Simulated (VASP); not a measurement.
# ZrC (Fm-3m) in VASP: a series of runs

Runs on ZrC. Level: LDA. Tasks: single point.

All numbers are computed with VASP 6.6.1; they aren't measurements. Logs are shortened: lines on timing, memory, paths and dates and some standing lists are left out, and cuts for length are marked.

## 1. The cell of the first run

The structure is cubic, space group Fm-3m (No. 225). The conventional cell has a = 4.642 Å, b = 4.642 Å, c = 4.642 Å, α = 90.00°, β = 90.00°, γ = 90.00°. Within 3.1 Å of Zr (site symmetry m-3m) lie 6 C at 2.32 Å. Within 3.1 Å of C (site symmetry m-3m) lie 6 Zr at 2.32 Å.

## 2. Single point, LDA

INCAR reads:

```
PREC = Accurate
ENCUT = 520
EDIFF = 1E-6
ISMEAR = -1
SIGMA = 0.1
LREAL = F
LASPH = T
NELM = 60
ALGO = Normal
ISIF = 2
LWAVE = F
LCHARG = F
GGA = CA
NBANDS = 15
```

KPOINTS reads:

```
regular mesh
0
Gamma
  10 10 10
```

POSCAR reads:

```
ZrC
1.0
    0.0000000000      2.3208819453      2.3208819453
    2.3208819453      0.0000000000      2.3208819453
    2.3208819453      2.3208819453      0.0000000000
Zr C
1 1
Direct
    0.5000000000      0.5000000000      0.5000000000
    0.0000000000      0.0000000000      0.0000000000
```

Potentials or basis: VASP PAW LDA potentials, release 64 (Zr_sv, C).

Run with:

```
> cat potpaw_LDA.64/Zr_sv/POTCAR potpaw_LDA.64/C/POTCAR > POTCAR
> mpirun -np 1 vasp_std > vasp.out
```

OUTCAR:

```text
PREC = Accurate
   ENCUT = 520
   EDIFF = 1E-6
   ISMEAR = -1
   LREAL = F
   LASPH = T
   NELM = 60
   ISIF = 2
   GGA = CA

 ion  position               nearest neighbor table
   1  0.500  0.500  0.500-   2 2.32   2 2.32   2 2.32   2 2.32   2 2.32   2 2.32
   2  0.000  0.000  0.000-   1 2.32   1 2.32   1 2.32   1 2.32   1 2.32   1 2.32

  LATTYP: Found a face centered cubic cell.
 ALAT       =     4.6417638906

  Lattice vectors:

 A1 = (   0.0000000000,   2.3208819453,   2.3208819453)
 A2 = (   2.3208819453,   0.0000000000,   2.3208819453)
 A3 = (   2.3208819453,   2.3208819453,   0.0000000000)

Analysis of symmetry for initial positions (statically):
=====================================================================
 Subroutine PRICEL returns:
 Original cell was already a primitive cell.

 Routine SETGRP: Setting up the symmetry group for a
 face centered cubic supercell.

 Subroutine GETGRP returns: Found 48 space group operations
 (whereof 48 operations were pure point group operations)
 out of a pool of 48 trial point group operations.

The static configuration has the point symmetry O_h .

Analysis of symmetry for dynamics (positions and initial velocities):
=====================================================================
 Subroutine PRICEL returns:
 Original cell was already a primitive cell.

 Routine SETGRP: Setting up the symmetry group for a
 face centered cubic supercell.

 Subroutine GETGRP returns: Found 48 space group operations
 (whereof 48 operations were pure point group operations)
 out of a pool of 48 trial point group operations.

The dynamic configuration has the point symmetry O_h .

 Subroutine INISYM returns: Found 48 space group operations
 (whereof 48 operations are pure point group operations),
 and found     1 'primitive' translations

----------------------------------------------------------------------------------------

                                     Primitive cell

  volume of cell :      25.0028

  direct lattice vectors                    reciprocal lattice vectors
     0.000000000  2.320881945  2.320881945    -0.215435344  0.215435344  0.215435344
     2.320881945  0.000000000  2.320881945     0.215435344 -0.215435344  0.215435344
     2.320881945  2.320881945  0.000000000     0.215435344  0.215435344 -0.215435344

  length of vectors
     3.282222724  3.282222724  3.282222724     0.373144961  0.373144961  0.373144961

  position of ions in fractional coordinates (direct lattice)
     0.500000000  0.500000000  0.500000000
     0.000000000  0.000000000  0.000000000

[... 81 lines left out ...]
   NFREE  =      0    steps in history (QN), initial steepest desc. (CG)
   ISIF   =      2    stress and relaxation
   ISYM   =      2    0-nonsym 1-usesym 2-fastsym
   POTIM  = 0.5000    time-step for ionic-motion
   TEBEG  =    0.0;   TEEND  =   0.0 temperature during run
   PSTRESS=    0.0 pullay stress
   NELECT =      16.0000    total number of electrons
   NUPDOWN=      -1.0000    fix difference up-down
   EMIN   =  10.00;   EMAX   =-10.00  energy-range for DOS
   EFERMI =   0.00;   METHOD = LEGACY
   ISMEAR =    -1;   SIGMA  =   0.10  broadening in eV -4-tet -1-fermi 0-gaus
   EFERMI_NEDOS =   21; number of points for ismear=-14 and -15
   IALGO  =     38    algorithm
   IMIX   =      4    mixing-type and parameters
     AMIX     =   0.40;   BMIX     =  1.00
     AMIX_MAG =   1.60;   BMIX_MAG =  1.00
  volume/ion in A,a.u.               =      12.50        84.36
  Fermi-wavevector in a.u.,A,eV,Ry     =   1.410756  2.665941 27.078741  1.990231
  Thomas-Fermi vector in A             =   2.532677
   LORBIT       =      0    0 simple, 1 ext, 2 COOP (PROOUT), +10 PAW based schemes
   GGA     = CA    functional components
   LHFCALC =     F    Hartree Fock is set to
   AEXX    =    0.0000 exact exchange contribution
   IVDW    =     0    specifies the selected vdW correction
   LEPSILON=     F    determine dielectric tensor
   LRPA    =     F    only Hartree local field effects (RPA)
 non-spin polarized calculation
  energy-cutoff  :      520.00
  volume of cell :       25.00
 maximum number of plane-waves:       692
   NGX = 13   NGY = 13   NGZ = 13

 number of electron      16.0000000 magnetization

 Free energy of the ion-electron system (eV)
  ---------------------------------------------------
  ext. energy  EPLUGINS =         0.00000000
  ---------------------------------------------------
  free energy    TOTEN  =       -21.28098444 eV

  energy without entropy =      -21.26988979  energy(sigma->0) =      -21.27543711

 E-fermi :   9.8911     XC(G=0): -12.5427

 val. band max:        9.8450144116   @ k =   0.4000   0.4000   0.0000
 cond. band min:       9.9568874703   @ k =   0.1000   0.1000   0.0000
 fundamental gap:      0.1118730587
 Fermi energy:         9.8911100365

 k-point     1 :       0.0000    0.0000    0.0000
  band No.  band energies     occupation
      1     -37.7722      2.00000
      2     -15.6037      2.00000
      3     -15.6037      2.00000
      4     -15.6037      2.00000
      5      -1.3904      2.00000
      6      10.8408      0.00015
      7      10.8408      0.00015
      8      10.8408      0.00015
      9      10.9383      0.00006
     10      10.9383      0.00006
     11      10.9383      0.00006
     12      12.7960      0.00000
     13      12.7960      0.00000
     14      17.7217      0.00000
[... 401 lines left out ...]
      2     -16.3177      2.00000
      3     -15.8865      2.00000
      4     -15.8555      2.00000
      5       0.1527      2.00000
      6       6.6953      2.00000
      7       8.0870      2.00000
      8       9.2623      1.99629
      9      10.0815      0.25939
     10      14.6371      0.00000
     11      15.6126      0.00000
     12      15.7328      0.00000
     13      18.1617      0.00000
     14      21.9278      0.00000
     15      23.3178      0.00000

 [... further k-points ...]
[... 5 lines left out ...]
  --------------------------------------------------------------------------------------
  -------------------------------------------------------------------------------------
  Total        0.0989835      0.0989835      0.0989835      0.0000000     -0.0000000     -0.0000000
  in kB        6.3428482      6.3428482      6.3428482      0.0000000     -0.0000000     -0.0000000
  external PRESSURE =       6.3428482 kB  Pullay stress =       0.0000000 kB

 VOLUME and BASIS-vectors are now :
 -----------------------------------------------------------------------------
  energy-cutoff  :      520.00
  volume of cell :       25.00
      direct lattice vectors                 reciprocal lattice vectors
     0.000000000  2.320881945  2.320881945    -0.215435344  0.215435344  0.215435344
     2.320881945  0.000000000  2.320881945     0.215435344 -0.215435344  0.215435344
     2.320881945  2.320881945  0.000000000     0.215435344  0.215435344 -0.215435344

 POSITION                                       TOTAL-FORCE (eV/Angst)
 -----------------------------------------------------------------------------------
      2.32088      2.32088      2.32088         0.000000      0.000000      0.000000
      0.00000      0.00000      0.00000        -0.000000     -0.000000     -0.000000
 -----------------------------------------------------------------------------------
    total drift:                                0.000000     -0.000000      0.000000

  FREE ENERGIE OF THE ION-ELECTRON SYSTEM (eV)
  ---------------------------------------------------
  free  energy   TOTEN  =       -21.2809844382 eV

  energy  without entropy=      -21.2698897852  energy(sigma->0) =      -21.27543711
```

OSZICAR:

```text
N       E                     dE             d eps       ncg     rms          rms(c)
DAV:   1     0.960179618618E+02    0.96018E+02   -0.86715E+03  1410   0.109E+03
DAV:   2    -0.188242606123E+02   -0.11484E+03   -0.10730E+03  1774   0.286E+02
DAV:   3    -0.244994575896E+02   -0.56752E+01   -0.56319E+01  2181   0.548E+01
DAV:   4    -0.247080710551E+02   -0.20861E+00   -0.20848E+00  1761   0.732E+00
DAV:   5    -0.247104377383E+02   -0.23667E-02   -0.23666E-02  1844   0.704E-01    0.221E+01
DAV:   6    -0.214249364547E+02    0.32855E+01   -0.62155E+00  1658   0.227E+01    0.786E+00
DAV:   7    -0.213072649830E+02    0.11767E+00   -0.65202E-01  1637   0.620E+00    0.696E+00
DAV:   8    -0.213272613693E+02   -0.19996E-01   -0.37286E-01  1711   0.413E+00    0.568E+00
DAV:   9    -0.212818990242E+02    0.45362E-01   -0.76573E-02  1522   0.176E+00    0.850E-01
DAV:  10    -0.212810023956E+02    0.89663E-03   -0.61551E-03  1851   0.650E-01    0.194E-01
DAV:  11    -0.212809894823E+02    0.12913E-04   -0.21559E-04  1536   0.143E-01    0.368E-02
DAV:  12    -0.212809853583E+02    0.41240E-05   -0.38336E-06  1820   0.173E-02    0.102E-02
DAV:  13    -0.212809844382E+02    0.92002E-06   -0.21463E-06  1676   0.915E-03
   1 F= -.21280984E+02 E0= -.21275437E+02  d E =-.110947E-01
```

Run time: 4.7 s. Hardware: 1 thread of Intel Xeon 6975P-C (Granite Rapids), shared host; peak memory 0.13 GiB.

What came out:

| Property | Result |
| --- | --- |
| Free energy | -21.2810 eV |
| Pressure | 0.6 GPa |
| Band gap on the k mesh | zero (band 8 reaches 10.84 eV, above the bottom of band 9 at 9.57 eV) |

Levels at points of the mesh, in eV from the Fermi level:
```
           k point  band 4  band 5  band 6  band 7  band 8  band 9  band 10  band 11  band 12  band 13
(0.00, 0.00, 0.00)  -25.49  -11.28    0.95    0.95    0.95    1.05     1.05     1.05     2.90     2.90
(0.50, 0.00, 0.00)  -25.59   -7.94   -5.45   -3.07   -3.07    4.66     4.66     5.53     6.73    10.57
(0.50, 0.50, 0.00)  -25.83  -10.13   -1.95   -1.93    0.12    0.12     4.65     5.91     5.91     8.55
```

## 3. Single point, LDA

This run uses another cell than the first one, of 12.40 Å³/atom, 0.992 times its volume.

INCAR reads:

```
PREC = Accurate ; ENCUT = 520
EDIFF = 1E-6 ; ISMEAR = -1
SIGMA = 0.1 ; LREAL = False
LASPH = True ; NELM = 60
ALGO = Normal ; ISIF = 2
LWAVE = False ; LCHARG = True
GGA = CA ; LELF = True
LVHAR = True ; NBANDS = 15
```

KPOINTS is that of step 2.

POSCAR reads:

```
ZrC
1.0
    0.0000000000      2.3147219645      2.3147219645
    2.3147219645      0.0000000000      2.3147219645
    2.3147219645      2.3147219645      0.0000000000
Zr C
1 1
Direct
    0.5000000000      0.5000000000      0.5000000000
    0.0000000000      0.0000000000      0.0000000000
```

Potentials or basis: VASP PAW LDA potentials, release 64 (Zr_sv, C).

Run with:

```
> cat potpaw_LDA.64/Zr_sv/POTCAR potpaw_LDA.64/C/POTCAR > POTCAR
> mpirun -np 1 vasp_std > vasp.out
```

Run time: 5 s. Hardware: 1 thread of Intel Xeon 6975P-C (Granite Rapids), shared host; peak memory 0.14 GiB.

It converged, with:

- Free energy: -21.2788 eV
- Pressure: 2.6 GPa
- Band gap on the k mesh: zero (band 8 reaches 10.94 eV, above the bottom of band 9 at 9.67 eV)

Levels at points of the mesh, in eV from the Fermi level:
```
           k point  band 6  band 7  band 8  band 9  band 10  band 11
(0.00, 0.00, 0.00)    0.95    0.95    0.95    1.05     1.05     1.05
(0.50, 0.00, 0.00)   -5.49   -3.09   -3.09    4.70     4.70     5.58
(0.50, 0.50, 0.00)   -1.96   -1.94    0.13    0.13     4.70     5.96
```

## 4. Single point, LDA

This run uses another cell than the first one, of 12.31 Å³/atom, 0.984 times its volume.

INCAR reads:

```
SYSTEM = ZrC
ALGO = Normal
EDIFF = 1E-6
ENCUT = 520
ISIF = 2
ISMEAR = -1
LASPH = .True.
LCHARG = .False.
LREAL = .False.
LWAVE = .False.
NBANDS = 15
NELM = 60
PREC = Accurate
SIGMA = 0.1
```

KPOINTS reads:

```
k-points
0
Gamma
  10 10 10
  0 0 0
```

POSCAR reads:

```
ZrC
1.0
    0.0000000000      2.3087540517      2.3087540517
    2.3087540517      0.0000000000      2.3087540517
    2.3087540517      2.3087540517      0.0000000000
Zr C
1 1
Direct
    0.5000000000      0.5000000000      0.5000000000
    0.0000000000      0.0000000000      0.0000000000
```

Run with:

```
> cat potpaw_LDA.64/Zr_sv/POTCAR potpaw_LDA.64/C/POTCAR > POTCAR
> mpirun -np 1 vasp_std > vasp.out
```

It took 5 s on 1 thread of Intel Xeon 6975P-C (Granite Rapids), shared host; peak memory 0.13 GiB.

It converged, with:

| Property | Result |
| --- | --- |
| Free energy | -21.2744 eV |
| Pressure | 4.7 GPa |
| Band gap on the k mesh | zero (band 8 reaches 11.03 eV, above the bottom of band 9 at 9.77 eV) |

Levels at points of the mesh, in eV from the Fermi level:
```csv
k point,band 5,band 6,band 7,band 8,band 9,band 10,band 11,band 12
"(0.00, 0.00, 0.00)",-11.33,0.95,0.95,0.95,1.05,1.05,1.05,2.95
"(0.50, 0.00, 0.00)",-7.92,-5.52,-3.12,-3.12,4.75,4.75,5.63,6.80
"(0.50, 0.50, 0.00)",-10.21,-1.99,-1.92,0.13,0.13,4.74,6.02,6.02
```

[end of part 1 of 2]
